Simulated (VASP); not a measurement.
# SrO (I4/mmm) in VASP: a series of runs

The runs below take SrO through single point, with r2SCAN.

All numbers are computed with VASP 6.6.1; they aren't measurements. Logs are shortened: lines on timing, memory, paths and dates and some standing lists are left out, and cuts for length are marked.

## 1. The cell of the first run

Symmetry: I4/mmm, No. 139, tetragonal system. The conventional cell has a = 3.634 Å, b = 3.634 Å, c = 4.934 Å, α = 90.00°, β = 90.00°, γ = 90.00°. Within 3.3 Å of Sr (site symmetry 4/mmm) lie 6 O at 2.47 to 2.57 Å. Within 3.3 Å of O (site symmetry 4/mmm) lie 6 Sr at 2.47 to 2.57 Å.

## 2. Single point, r2SCAN (strain +0.000 along x and y, -0.040 along z)

The input, POSCAR:

```
SrO
1.0
    0.0000000000      2.5698000000      2.4670080000
    2.5698000000      0.0000000000      2.4670080000
    2.5698000000      2.5698000000      0.0000000000
Sr O
1 1
Direct
    0.0000000000      0.0000000000      0.0000000000
    0.5000000000      0.5000000000      0.5000000000
```

The input, INCAR.step1:

```
SYSTEM = SrO
PREC = Accurate
ENCUT = 520
ISMEAR = 0
SIGMA = 0.05
LREAL = .FALSE.
LASPH = .TRUE.
NELM = 100
NBANDS = 15
GGA = PE
ALGO = Normal
EDIFF = 1E-4
LWAVE = .TRUE.
LCHARG = .FALSE.
```

The input, INCAR.step2:

```
SYSTEM = SrO
PREC = Accurate
ENCUT = 520
EDIFF = 1E-7
ISMEAR = 0
SIGMA = 0.05
LREAL = .FALSE.
LASPH = .TRUE.
NELM = 100
ALGO = Normal
ISIF = 2
LWAVE = .FALSE.
LCHARG = .FALSE.
METAGGA = R2SCAN
LMIXTAU = .TRUE.
NBANDS = 15
ISTART = 1
```

The input, KPOINTS:

```
Automatic mesh
0
G
  8 8 8
  0 0 0
```

Potentials or basis: VASP PAW PBE potentials, release 64 (Sr_sv, O).

Launch:

```
$ cat potpaw_PBE.64/Sr_sv/POTCAR potpaw_PBE.64/O/POTCAR > POTCAR
$ cp INCAR.step1 INCAR
$ mpirun -np 1 vasp_std > vasp.out
$ cp INCAR.step2 INCAR
$ mpirun -np 1 vasp_std > vasp.out
```

OUTCAR:

```text
SYSTEM = SrO
   PREC = Accurate
   ENCUT = 520
   EDIFF = 1E-7
   ISMEAR = 0
   LREAL = .FALSE.
   LASPH = .TRUE.
   NELM = 100
   ISIF = 2
   METAGGA = R2SCAN
   ISTART = 1

 ion  position               nearest neighbor table
   1  0.000  0.000  0.000-   2 2.47   2 2.47   2 2.57   2 2.57   2 2.57   2 2.57
   2  0.500  0.500  0.500-   1 2.47   1 2.47   1 2.57   1 2.57   1 2.57   1 2.57

  LATTYP: Found a body centered tetragonal cell.
 ALAT       =     3.6342460126
 C/A-ratio  =     1.3576450199

  Lattice vectors:

 A1 = (   0.0000000000,  -2.5698000000,  -2.4670080000)
 A2 = (   0.0000000000,   2.5698000000,  -2.4670080000)
 A3 = (   2.5698000000,   0.0000000000,   2.4670080000)

Analysis of symmetry for initial positions (statically):
=====================================================================
 Subroutine PRICEL returns:
 Original cell was already a primitive cell.

 Routine SETGRP: Setting up the symmetry group for a
 body centered tetragonal supercell.

 Subroutine GETGRP returns: Found 16 space group operations
 (whereof 16 operations were pure point group operations)
 out of a pool of 16 trial point group operations.

The static configuration has the point symmetry D_4h.

Analysis of symmetry for dynamics (positions and initial velocities):
=====================================================================
 Subroutine PRICEL returns:
 Original cell was already a primitive cell.

 Routine SETGRP: Setting up the symmetry group for a
 body centered tetragonal supercell.

 Subroutine GETGRP returns: Found 16 space group operations
 (whereof 16 operations were pure point group operations)
 out of a pool of 16 trial point group operations.

The dynamic configuration has the point symmetry D_4h.

 Subroutine INISYM returns: Found 16 space group operations
 (whereof 16 operations are pure point group operations),
 and found     1 'primitive' translations

----------------------------------------------------------------------------------------

                                     Primitive cell

  volume of cell :      32.5836

  direct lattice vectors                    reciprocal lattice vectors
     0.000000000  2.569800000  2.467008000    -0.194567671  0.194567671  0.202674657
     2.569800000  0.000000000  2.467008000     0.194567671 -0.194567671  0.202674657
     2.569800000  2.569800000  0.000000000     0.194567671  0.194567671 -0.202674657

  length of vectors
     3.562302698  3.562302698  3.634246013     0.341745773  0.341745773  0.341745773

  position of ions in fractional coordinates (direct lattice)
     0.000000000  0.000000000  0.000000000
     0.500000000  0.500000000  0.500000000

  ion indices of the primitive-cell ions
   primitive index   ion index
                 1           1
                 2           2

----------------------------------------------------------------------------------------

 KPOINTS: Automatic mesh

Automatic generation of k-mesh.
 Grid dimensions read from file:
 generate k-points for:    8    8    8

 Generating k-lattice:

  Cartesian coordinates                     Fractional coordinates (reciprocal lattice)
    -0.024320959  0.024320959  0.025334332     0.125000000  0.000000000  0.000000000
     0.024320959 -0.024320959  0.025334332     0.000000000  0.125000000  0.000000000
     0.024320959  0.024320959 -0.025334332    -0.000000000 -0.000000000  0.125000000

  Length of vectors
     0.042718222  0.042718222  0.042718222

  Shift w.r.t. Gamma in fractional coordinates (k-lattice)
     0.000000000  0.000000000  0.000000000

 Subroutine IBZKPT returns following result:
 ===========================================

 Found     59 irreducible k-points:

 Following reciprocal coordinates:
            Coordinates               Weight
  0.000000  0.000000  0.000000      1.000000
  0.125000  0.000000  0.000000      8.000000
  0.250000  0.000000  0.000000      8.000000
  0.375000  0.000000  0.000000      8.000000
  0.500000  0.000000  0.000000      4.000000
  0.125000  0.125000  0.000000      2.000000
[... 16 lines left out ...]
  0.250000  0.000000  0.125000     16.000000
  0.375000  0.000000  0.125000     16.000000
 [... further k-points ...]
   k-points           NKPTS =     59   k-points in BZ     NKDIM =     59   number of bands    NBANDS=     15
   number of dos      NEDOS =    301   number of ions     NIONS =      2
   total plane-waves  NPLWV =  21952
   dimension x,y,z NGX =    28 NGY =   28 NGZ =   28
   dimension x,y,z NGXF=    56 NGYF=   56 NGZF=   56
   ions per type =               1   1
   NGX,Y,Z   is equivalent  to a cutoff of  13.07, 13.07, 12.81 a.u.
   NGXF,Y,Z  is equivalent  to a cutoff of  26.13, 26.13, 25.62 a.u.
 SYSTEM =  SrO
   PREC   = accura    normal or accurate (medium, high low for compatibility)
   ISTART =      1    job   : 0-new  1-cont  2-samecut
   ICHARG =      0    charge: 1-file 2-atom 10-const
   ISPIN  =      1    spin polarized calculation?
[... 34 lines left out ...]
   LEPSILON=     F    determine dielectric tensor
   LRPA    =     F    only Hartree local field effects (RPA)
 non-spin polarized calculation
 Gauss-broadening in eV      SIGMA  =   0.05
  energy-cutoff  :      520.00
  volume of cell :       32.58
 maximum number of plane-waves:       909
 NGX is ok and might be reduce to    28
   NGX = 13   NGY = 13   NGZ = 13

 number of electron      15.9999995 magnetization

 Free energy of the ion-electron system (eV)
  ---------------------------------------------------
  ext. energy  EPLUGINS =         0.00000000
  ---------------------------------------------------
  free energy    TOTEN  =       -26.99651517 eV

  energy without entropy =      -26.99651517  energy(sigma->0) =      -26.99651517

 E-fermi :   1.9788     XC(G=0): -10.8028

 val. band max:        1.6688157451   @ k =   0.0000   0.0000   0.0000
 cond. band min:       5.1499370635   @ k =   0.5000   0.5000   0.0000
 fundamental gap:      3.4811213184
 Fermi energy:         1.9787970370

 k-point     1 :       0.0000    0.0000    0.0000
  band No.  band energies     occupation
      1     -31.7723      2.00000
      2     -14.5392      2.00000
      3     -12.7566      2.00000
      4     -12.7566      2.00000
      5     -12.7367      2.00000
      6       1.4871      2.00000
      7       1.4871      2.00000
      8       1.6688      2.00000
      9       6.4774      0.00000
     10       8.3233      0.00000
     11       8.3233      0.00000
     12       8.6352      0.00000
     13      10.5429      0.00000
     14      11.2070      0.00000
     15      15.0789      0.00000

 k-point     2 :       0.1250    0.0000    0.0000
  band No.  band energies     occupation
      1     -31.7479      2.00000
      2     -14.8433      2.00000
      3     -12.7750      2.00000
      4     -12.7547      2.00000
      5     -12.4973      2.00000
      6       1.0928      2.00000
      7       1.2861      2.00000
      8       1.4030      2.00000
      9       7.1716      0.00000
     10       8.2485      0.00000
     11       8.6669      0.00000
     12       8.8587      0.00000
     13      10.9772      0.00000
     14      11.6670      0.00000
     15      16.1481      0.00000

 k-point     3 :       0.2500    0.0000    0.0000
  band No.  band energies     occupation
      1     -31.6883      2.00000
      2     -15.3970      2.00000
      3     -12.8190      2.00000
      4     -12.7739      2.00000
      5     -12.0763      2.00000
      6       0.2723      2.00000
      7       0.8514      2.00000
      8       0.9049      2.00000
      9       8.2150      0.00000
     10       8.7362      0.00000
     11       9.5970      0.00000
     12       9.6968      0.00000
     13      12.0737      0.00000
     14      12.7971      0.00000
     15      18.2982      0.00000
[... 343 lines left out ...]
 k-point    23 :       0.2500    0.0000    0.1250
  band No.  band energies     occupation
      1     -31.6950      2.00000
      2     -15.1860      2.00000
      3     -12.8583      2.00000
      4     -12.8374      2.00000
      5     -12.2830      2.00000
      6       0.2693      2.00000
      7       1.1439      2.00000
      8       1.3342      2.00000
      9       7.3842      0.00000
     10       8.3507      0.00000
     11       9.8240      0.00000
     12      10.0619      0.00000
     13      11.8580      0.00000
     14      12.4522      0.00000
     15      18.2059      0.00000

 k-point    24 :       0.3750    0.0000    0.1250
  band No.  band energies     occupation
      1     -31.6350      2.00000
      2     -15.6070      2.00000
      3     -12.9146      2.00000
      4     -12.8712      2.00000
      5     -12.0284      2.00000
      6      -0.1047      2.00000
      7       0.6545      2.00000
      8       0.8619      2.00000
      9       7.8230      0.00000
     10       9.5768      0.00000
     11      10.8648      0.00000
     12      11.0739      0.00000
     13      13.1382      0.00000
     14      13.5258      0.00000
     15      18.5683      0.00000

 [... further k-points ...]

------------------------ aborting loop because EDIFF is reached ----------------------------------------

  FORCE on cell =-STRESS in cart. coord.  units (eV):
  Direction    XX          YY          ZZ          XY          YZ          ZX
  --------------------------------------------------------------------------------------
  -------------------------------------------------------------------------------------
  Total        0.7958579      0.7958579      2.4647991      0.0000000     -0.0000000      0.0000000
  in kB       39.1333414     39.1333414    121.1972906      0.0000000     -0.0000000      0.0000000
  external PRESSURE =      66.4879912 kB  Pullay stress =       0.0000000 kB

 VOLUME and BASIS-vectors are now :
 -----------------------------------------------------------------------------
  energy-cutoff  :      520.00
  volume of cell :       32.58
      direct lattice vectors                 reciprocal lattice vectors
     0.000000000  2.569800000  2.467008000    -0.194567671  0.194567671  0.202674657
     2.569800000  0.000000000  2.467008000     0.194567671 -0.194567671  0.202674657
     2.569800000  2.569800000  0.000000000     0.194567671  0.194567671 -0.202674657

 POSITION                                       TOTAL-FORCE (eV/Angst)
 -----------------------------------------------------------------------------------
      0.00000      0.00000      0.00000         0.000000      0.000000      0.000000
      2.56980      2.56980      2.46701        -0.000000     -0.000000      0.000000
 -----------------------------------------------------------------------------------
    total drift:                                0.000000      0.000000      0.000000

  FREE ENERGIE OF THE ION-ELECTRON SYSTEM (eV)
  ---------------------------------------------------
  free  energy   TOTEN  =       -26.9965151684 eV

  energy  without entropy=      -26.9965151684  energy(sigma->0) =      -26.99651517
```

It took 4 min on 1 thread of Intel Xeon 8259CL, shared host; peak memory 0.19 GiB.

What came out:

```yaml
Free_energy: -26.9965 eV
Pressure: 6.6 GPa
Band_gap_on_the_k_mesh: 3.48 eV (least direct gap 3.69 eV)
```

Caveat: the cell differs from its parent crystal (strain +0.000 along x and y, -0.040 along z); the cell stands under pressure; the PAW data sets were made with another functional, which shifts forces and pressure a little.

## 3. Single point, r2SCAN (strain -0.040 along x and y, +0.080 along z)

The input, POSCAR:

```
SrO
1.0
    0.0000000000      2.4670080000      2.7753840000
    2.4670080000      0.0000000000      2.7753840000
    2.4670080000      2.4670080000      0.0000000000
Sr O
1 1
Direct
    0.0000000000      0.0000000000      0.0000000000
    0.5000000000      0.5000000000      0.5000000000
```

The input, INCAR.step1:

```
  PREC = Accurate
  ENCUT = 520
  ISMEAR = 0
  SIGMA = 0.05
  LREAL = False
  LASPH = True
  NELM = 60
  NBANDS = 15
  GGA = PE
  ALGO = Normal
  EDIFF = 1E-4
  LWAVE = True
  LCHARG = False
```

The input, INCAR.step2:

```
  PREC = Accurate
  ENCUT = 520
  EDIFF = 1E-6
  ISMEAR = 0
  SIGMA = 0.05
  LREAL = False
  LASPH = True
  NELM = 60
  ALGO = Normal
  ISIF = 2
  LWAVE = False
  LCHARG = False
  METAGGA = R2SCAN
  LMIXTAU = True
  NBANDS = 15
  ISTART = 1
```

The input, KPOINTS:

```
regular mesh
0
Gamma
  8 8 8
```

Potentials or basis: VASP PAW PBE potentials, release 64 (Sr_sv, O).

Launch:

```
$ cat potpaw_PBE.64/Sr_sv/POTCAR potpaw_PBE.64/O/POTCAR > POTCAR
$ cp INCAR.step1 INCAR
$ mpirun -np 1 vasp_std > vasp.out
$ cp INCAR.step2 INCAR
$ mpirun -np 1 vasp_std > vasp.out
```

Wall time 4.2 min (1 thread of Intel Xeon 8259CL, shared host); peak memory 0.18 GiB.

It converged, with:

| Quantity | Value |
| --- | --- |
| Free energy | -26.9138 eV |
| Pressure | 5.2 GPa |
| Band gap on the k mesh | 3.54 eV (least direct gap 3.55 eV) |

Stress tensor (GPa, compression positive):
```
10.48  0.00  0.00
 0.00 10.48  0.00
 0.00  0.00 -5.49
```

Levels at points of the mesh, in eV from the valence-band top:
| k point | band 6 | band 7 | band 8 | band 9 | band 10 | band 11 |
| --- | --- | --- | --- | --- | --- | --- |
| (0.00, 0.00, 0.00) | -0.36 | 0.00 | 0.00 | 4.19 | 6.13 | 7.05 |
| (0.50, 0.00, 0.00) | -2.28 | -1.35 | -1.34 | 6.95 | 8.87 | 9.45 |
| (0.50, 0.50, 0.00) | -0.96 | -0.06 | -0.06 | 3.91 | 8.57 | 10.60 |
| (0.50, 0.00, 0.50) | -0.49 | -0.27 | -0.01 | 3.54 | 8.26 | 10.75 |

Caveat: the cell differs from its parent crystal (strain -0.040 along x and y, +0.080 along z); the cell stands under pressure; the PAW data sets were made with another functional, which shifts forces and pressure a little.

## 4. Single point, r2SCAN (strain +0.040 along x and y, -0.080 along z)

The input, POSCAR:

```
SrO
1.0
    0.0000000000      2.6725920000      2.3642160000
    2.6725920000      0.0000000000      2.3642160000
    2.6725920000      2.6725920000      0.0000000000
Sr O
1 1
Direct
    0.0000000000      0.0000000000      0.0000000000
    0.5000000000      0.5000000000      0.5000000000
```

The input, INCAR.step1:

```
  PREC = Accurate
  ENCUT = 520
  ISMEAR = 0
  SIGMA = 0.05
  LREAL = F
  LASPH = T
  NELM = 100
  NBANDS = 15
  GGA = PE
  ALGO = Normal
  EDIFF = 1E-4
  LWAVE = T
  LCHARG = F
```

The input, INCAR.step2:

```
  PREC = Accurate
  ENCUT = 520
  EDIFF = 1E-7
  ISMEAR = 0
  SIGMA = 0.05
  LREAL = F
  LASPH = T
  NELM = 100
  ALGO = Normal
  ISIF = 2
  LWAVE = F
  LCHARG = F
  METAGGA = R2SCAN
  LMIXTAU = T
  NBANDS = 15
  ISTART = 1
```

The input, KPOINTS:

```
Automatic mesh
0
Gamma
  8 8 8
```

Launch:

```
$ cat potpaw_PBE.64/Sr_sv/POTCAR potpaw_PBE.64/O/POTCAR > POTCAR
$ cp INCAR.step1 INCAR
$ mpirun -np 1 vasp_std > vasp.out
$ cp INCAR.step2 INCAR
$ mpirun -np 1 vasp_std > vasp.out
```

It took 4.4 min on 1 thread of Intel Xeon 8259CL, shared host; peak memory 0.19 GiB.

The run converged. Its results:

```
Free energy            : -26.8569 eV
Pressure               : 6.0 GPa
Band gap on the k mesh : 3.00 eV (least direct gap 3.20 eV)
```

Stress tensor (GPa, compression positive):
```
-2.25  0.00  0.00
 0.00 -2.25  0.00
 0.00  0.00 22.39
```

Levels at points of the mesh, in eV from the valence-band top:
```csv
k point,band 5,band 6,band 7,band 8,band 9,band 10,band 11,band 12
"(0.00, 0.00, 0.00)",-14.82,-0.58,-0.58,0.00,3.93,6.19,6.19,7.06
"(0.50, 0.00, 0.00)",-13.46,-2.56,-1.66,-1.62,6.68,8.60,9.12,9.32
"(0.50, 0.50, 0.00)",-15.35,-0.67,-0.67,-0.19,3.00,8.38,10.57,10.97
"(0.50, 0.00, 0.50)",-15.05,-1.06,-0.69,-0.01,3.59,7.86,10.43,10.63
```

Caveat: the cell differs from its parent crystal (strain +0.040 along x and y, -0.080 along z); the cell stands under pressure; the PAW data sets were made with another functional, which shifts forces and pressure a little.

## 5. Single point, r2SCAN (strain +0.040 along x and y, -0.040 along z)

The input, POSCAR:

```
SrO
1.0
    0.0000000000      2.6725920000      2.4670080000
    2.6725920000      0.0000000000      2.4670080000
    2.6725920000      2.6725920000      0.0000000000
Sr O
1 1
Direct
    0.0000000000      0.0000000000      0.0000000000
    0.5000000000      0.5000000000      0.5000000000
```

The input, INCAR.step1:

```
SYSTEM = SrO
ALGO = Normal
EDIFF = 1E-4
ENCUT = 520
GGA = PE
ISMEAR = 0
LASPH = .True.
LCHARG = .False.
LREAL = .False.
LWAVE = .True.
NBANDS = 15
NELM = 60
PREC = Accurate
SIGMA = 0.05
```

The input, INCAR.step2:

```
SYSTEM = SrO
ALGO = Normal
EDIFF = 1E-6
ENCUT = 520
ISIF = 2
ISMEAR = 0
ISTART = 1
LASPH = .True.
LCHARG = .False.
LMIXTAU = .True.
LREAL = .False.
LWAVE = .False.
METAGGA = R2SCAN
NBANDS = 15
NELM = 60
PREC = Accurate
SIGMA = 0.05
```

The input, KPOINTS:

```
k-points
0
Gamma
  8 8 8
  0 0 0
```

Launch:

```
$ cat potpaw_PBE.64/Sr_sv/POTCAR potpaw_PBE.64/O/POTCAR > POTCAR
$ cp INCAR.step1 INCAR
$ mpirun -np 1 vasp_std > vasp.out
$ cp INCAR.step2 INCAR
$ mpirun -np 1 vasp_std > vasp.out
```

It took 2.9 min on 1 thread of Intel Xeon 8259CL, shared host; peak memory 0.18 GiB.

Results (log left out):

```
Free energy            : -26.9887 eV
Pressure               : -0.4 GPa
Band gap on the k mesh : 3.35 eV (least direct gap 3.69 eV)
```

Stress tensor (GPa, compression positive):
```
-4.31  0.00  0.00
 0.00 -4.31  0.00
 0.00  0.00  7.28
```

Levels at points of the mesh, in eV from the valence-band top:
```
           k point  band 4  band 5  band 6  band 7  band 8  band 9  band 10  band 11  band 12  band 13
(0.00, 0.00, 0.00)  -14.87  -14.81   -0.30   -0.30    0.00    4.05     6.35     6.35     6.90     8.20
(0.50, 0.00, 0.00)  -14.89  -13.71   -2.26   -1.31   -1.28    6.73     8.52     9.05     9.18    11.77
(0.50, 0.50, 0.00)  -15.26  -15.26   -0.42   -0.42   -0.34    3.35     8.14    10.46    10.75    11.21
(0.50, 0.00, 0.50)  -15.16  -15.09   -0.84   -0.42   -0.07    3.70     7.92    10.40    10.62    10.75
```

Caveat: the cell differs from its parent crystal (strain +0.040 along x and y, -0.040 along z); the PAW data sets were made with another functional, which shifts forces and pressure a little.

## 6. Overview

```tsv
cell	gap on the mesh (eV)	pressure (GPa)
a = 3.562, b = 3.562, c = 3.634 Å, angles 59.3, 59.3, 61.3°, 2 atoms	3.48	6.6
a = 3.713, b = 3.713, c = 3.489 Å, angles 62.0, 62.0, 56.0°, 2 atoms	3.54	5.2
a = 3.568, b = 3.568, c = 3.780 Å, angles 58.0, 58.0, 64.0°, 2 atoms	3.00	6.0
a = 3.637, b = 3.637, c = 3.780 Å, angles 58.7, 58.7, 62.6°, 2 atoms	3.35	-0.4
```

Alike in all rows: task single point; level r2SCAN; potentials or basis VASP PAW PBE potentials, release 64 (Sr_sv, O); no spin polarisation; k mesh 8 × 8 × 8; cutoff (eV) 520; smearing gaussian 0.05 eV.

Caveats: the PAW data sets were made with another functional, which shifts forces and pressure a little; the cell stands under pressure (at least some runs).

Total energies depend on the potentials used, so only differences within one code and one set of settings carry meaning.
